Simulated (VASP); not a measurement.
# AlN (P6_3/mmc) in VASP: a series of runs

Runs on AlN. Level: LDA. Tasks: single point, relaxation of cell and atoms.

Program: VASP 6.6.1. These are calculated values, not measurements. Logs are shortened: lines on timing, memory, paths and dates and some standing lists are left out, and cuts for length are marked.

## 1. The cell of the first run

The structure is hexagonal, space group P6_3/mmc (No. 194). The conventional cell has a = 3.276 Å, b = 3.276 Å, c = 4.101 Å, α = 90.00°, β = 90.00°, γ = 120.00°. Within 2.5 Å of Al (site symmetry -6m2) lie 5 N at 1.89 to 2.05 Å. N (site symmetry -6m2) has 5 Al at 1.89 to 2.05 Å within 2.5 Å.

## 2. Single point, LDA

Contents of INCAR:

```
PREC = Accurate
ENCUT = 520
EDIFF = 1E-6
ISMEAR = 0
SIGMA = 0.05
LREAL = F
LASPH = T
NELM = 60
ALGO = Normal
ISIF = 2
LWAVE = F
LCHARG = F
GGA = CA
NBANDS = 26
```

Contents of KPOINTS:

```
Automatic mesh
0
Gamma
  8 6 4
```

Contents of POSCAR:

```
AlN
1.0
   -1.6378403119      2.8368226349      0.0000000000
    0.0000000000      0.0000000000      4.1006264518
    4.9135209358      2.8368226349      0.0000000000
Al N
4 4
Direct
    0.5000000000      0.7500000000      0.1666666667
    1.0000000000      0.7500000000      0.6666666667
    0.0000000000      0.2500000000      0.3333333333
    0.5000000000      0.2500000000      0.8333333333
    0.5000000000      0.2500000000      0.1666666667
    1.0000000000      0.2500000000      0.6666666667
    0.0000000000      0.7500000000      0.3333333333
    0.5000000000      0.7500000000      0.8333333333
```

Potentials or basis: VASP PAW LDA potentials, release 64 (Al, N).

Command:

```console
> cat potpaw_LDA.64/Al/POTCAR potpaw_LDA.64/N/POTCAR > POTCAR
> mpirun -np 1 vasp_std > vasp.out
```

OUTCAR:

```text
PREC = Accurate
   ENCUT = 520
   EDIFF = 1E-6
   ISMEAR = 0
   LREAL = F
   LASPH = T
   NELM = 60
   ISIF = 2
   GGA = CA

 ion  position               nearest neighbor table
   1  0.500  0.750  0.167-   7 1.89   7 1.89   8 1.89   5 2.05   5 2.05   3 2.79   3 2.79   3 2.79
                             3 2.79   4 2.79   4 2.79   2 3.28   2 3.28   2 3.28   2 3.28
   2  0.000  0.750  0.667-   8 1.89   8 1.89   7 1.89   6 2.05   6 2.05   4 2.79   4 2.79   4 2.79
                             4 2.79   3 2.79   3 2.79   1 3.28   1 3.28   1 3.28   1 3.28
   3  0.000  0.250  0.333-   5 1.89   5 1.89   6 1.89   7 2.05   7 2.05   1 2.79   1 2.79   1 2.79
                             1 2.79   2 2.79   2 2.79   4 3.28   4 3.28   4 3.28   4 3.28
   4  0.500  0.250  0.833-   6 1.89   6 1.89   5 1.89   8 2.05   8 2.05   2 2.79   2 2.79   2 2.79
                             2 2.79   1 2.79   1 2.79   3 3.28   3 3.28   3 3.28   3 3.28
   5  0.500  0.250  0.167-   3 1.89   3 1.89   4 1.89   1 2.05   1 2.05
   6  0.000  0.250  0.667-   4 1.89   4 1.89   3 1.89   2 2.05   2 2.05
   7  0.000  0.750  0.333-   1 1.89   1 1.89   2 1.89   3 2.05   3 2.05
   8  0.500  0.750  0.833-   2 1.89   2 1.89   1 1.89   4 2.05   4 2.05

  LATTYP: Found a simple orthorhombic cell.
 ALAT       =     3.2756806238
 B/A-ratio  =     1.2518395176
 C/A-ratio  =     1.7320508076

  Lattice vectors:

 A1 = (  -1.6378403119,   2.8368226349,   0.0000000000)
 A2 = (   0.0000000000,   0.0000000000,   4.1006264518)
 A3 = (   4.9135209358,   2.8368226349,   0.0000000000)

Analysis of symmetry for initial positions (statically):
=====================================================================
 Subroutine PRICEL returns following result:

  LATTYP: Found a hexagonal cell.
 ALAT       =     3.2756806238
 C/A-ratio  =     1.2518395176

  Lattice vectors:

 A1 = (   1.6378403120,   2.8368226349,   0.0000000000)
 A2 = (  -3.2756806238,   0.0000000000,   0.0000000000)
 A3 = (   0.0000000000,   0.0000000000,   4.1006264518)

   2 primitive cells build up your supercell.

 Routine SETGRP: Setting up the symmetry group for a
 simple orthorhombic supercell.

 Subroutine GETGRP returns: Found  8 space group operations
 (whereof  4 operations were pure point group operations)
 out of a pool of  8 trial point group operations.

The static configuration has the point symmetry C_2h.
 The point group associated with its full space group is D_2h.

Analysis of symmetry for dynamics (positions and initial velocities):
=====================================================================
 Subroutine PRICEL returns following result:

  LATTYP: Found a hexagonal cell.
 ALAT       =     3.2756806238
 C/A-ratio  =     1.2518395176
[... 117 lines left out ...]
   LSORBIT =      F    spin-orbit coupling
   LASPH  =      T    aspherical Exc in radial PAW
   ENCUT  =  520.0 eV  38.22 Ry    6.18 a.u.   6.09  7.62 10.55*2*pi/ulx,y,z
   NELM   =     60;   NELMIN=  2; NELMDL= -5     # of ELM steps
   EDIFF  = 0.1E-05   stopping-criterion for ELM
   LREAL  =      F    real-space projection
[... 7 lines left out ...]
   TEBEG  =    0.0;   TEEND  =   0.0 temperature during run
   PSTRESS=    0.0 pullay stress
   NELECT =      32.0000    total number of electrons
   NUPDOWN=      -1.0000    fix difference up-down
   EMIN   =  10.00;   EMAX   =-10.00  energy-range for DOS
   EFERMI =   0.00;   METHOD = LEGACY
   ISMEAR =     0;   SIGMA  =   0.05  broadening in eV -4-tet -1-fermi 0-gaus
   EFERMI_NEDOS =   21; number of points for ismear=-14 and -15
   IALGO  =     38    algorithm
   IMIX   =      4    mixing-type and parameters
     AMIX     =   0.40;   BMIX     =  1.00
     AMIX_MAG =   1.60;   BMIX_MAG =  1.00
  volume/ion in A,a.u.               =       9.53        64.29
  Fermi-wavevector in a.u.,A,eV,Ry     =   1.225896  2.316607 20.447110  1.502820
  Thomas-Fermi vector in A             =   2.360917
   LORBIT       =      0    0 simple, 1 ext, 2 COOP (PROOUT), +10 PAW based schemes
   GGA     = CA    functional components
   LHFCALC =     F    Hartree Fock is set to
   AEXX    =    0.0000 exact exchange contribution
   IVDW    =     0    specifies the selected vdW correction
   LEPSILON=     F    determine dielectric tensor
   LRPA    =     F    only Hartree local field effects (RPA)
 non-spin polarized calculation
 Gauss-broadening in eV      SIGMA  =   0.05
  energy-cutoff  :      520.00
  volume of cell :       76.21
 maximum number of plane-waves:      2088
   NGX = 13   NGY = 15   NGZ = 21

 number of electron      32.0000003 magnetization

 Free energy of the ion-electron system (eV)
  ---------------------------------------------------
  ext. energy  EPLUGINS =         0.00000000
  ---------------------------------------------------
  free energy    TOTEN  =       -64.96568303 eV

  energy without entropy =      -64.96568303  energy(sigma->0) =      -64.96568303

 E-fermi :   8.4289     XC(G=0): -11.6779

 val. band max:        8.1388486488   @ k =   0.0000   0.0000   0.0000
 cond. band min:      11.7677468407   @ k =   0.0000   0.0000   0.0000
 fundamental gap:      3.6288981919
 Fermi energy:         8.4289233506

 k-point     1 :       0.0000    0.0000    0.0000
  band No.  band energies     occupation
      1      -8.7967      2.00000
      2      -6.8034      2.00000
      3      -5.5525      2.00000
      4      -4.7948      2.00000
      5       1.0280      2.00000
      6       1.5430      2.00000
[... 685 lines left out ...]
     25      18.0647      0.00000
     26      18.5849      0.00000

 [... further k-points ...]
[... 5 lines left out ...]
  --------------------------------------------------------------------------------------
  -------------------------------------------------------------------------------------
  Total        0.3318913      0.3319865      0.2175538     -0.0000825     -0.0000000      0.0000000
  in kB        6.9773827      6.9793844      4.5736540     -0.0017336     -0.0000000      0.0000000
  external PRESSURE =       6.1768070 kB  Pullay stress =       0.0000000 kB

 VOLUME and BASIS-vectors are now :
 -----------------------------------------------------------------------------
  energy-cutoff  :      520.00
  volume of cell :       76.21
      direct lattice vectors                 reciprocal lattice vectors
    -1.637840312  2.836822635  0.000000000    -0.152640033  0.264380293  0.000000000
     0.000000000  0.000000000  4.100626452     0.000000000  0.000000000  0.243865178
     4.913520936  2.836822635  0.000000000     0.152640033  0.088126764  0.000000000

 POSITION                                       TOTAL-FORCE (eV/Angst)
 -----------------------------------------------------------------------------------
      0.00000      1.89122      3.07547         0.000006      0.000003     -0.000000
      3.27568      1.89122      3.07547         0.000006      0.000003     -0.000000
      1.63784      0.94561      1.02516        -0.000006     -0.000003     -0.000000
      3.27568      3.78243      1.02516        -0.000006     -0.000003     -0.000000
      0.00000      1.89122      1.02516         0.000004      0.000002     -0.000000
      3.27568      1.89122      1.02516         0.000004      0.000002      0.000000
      1.63784      0.94561      3.07547        -0.000004     -0.000002     -0.000000
      3.27568      3.78243      3.07547        -0.000004     -0.000002      0.000000
 -----------------------------------------------------------------------------------
    total drift:                                0.000000      0.000000     -0.000000

  FREE ENERGIE OF THE ION-ELECTRON SYSTEM (eV)
  ---------------------------------------------------
  free  energy   TOTEN  =       -64.9656830350 eV

  energy  without entropy=      -64.9656830350  energy(sigma->0) =      -64.96568303
```

stdout:

```text
POSCAR found type information on POSCAR AlN
 POSCAR found :  2 types and       8 ions
 scaLAPACK will be used
 LDA part: xc-table for (Slater(with rela. corr.)+CA(PZ))
 , standard interpolation
 POSCAR, INCAR and KPOINTS ok, starting setup
 FFT: planning ... GRIDC
 FFT: planning ... GRID_SOFT
 FFT: planning ... GRID
 WAVECAR not read
 entering main loop
```

Run time: 41 s. Hardware: 1 thread of Intel Xeon Platinum 8488C (Sapphire Rapids), shared host; peak memory 0.2 GiB.

What came out:

- Free energy: -64.9657 eV
- Pressure: 0.6 GPa
- Band gap on the k mesh: 3.63 eV

(Part 1 of 2 ends here.)
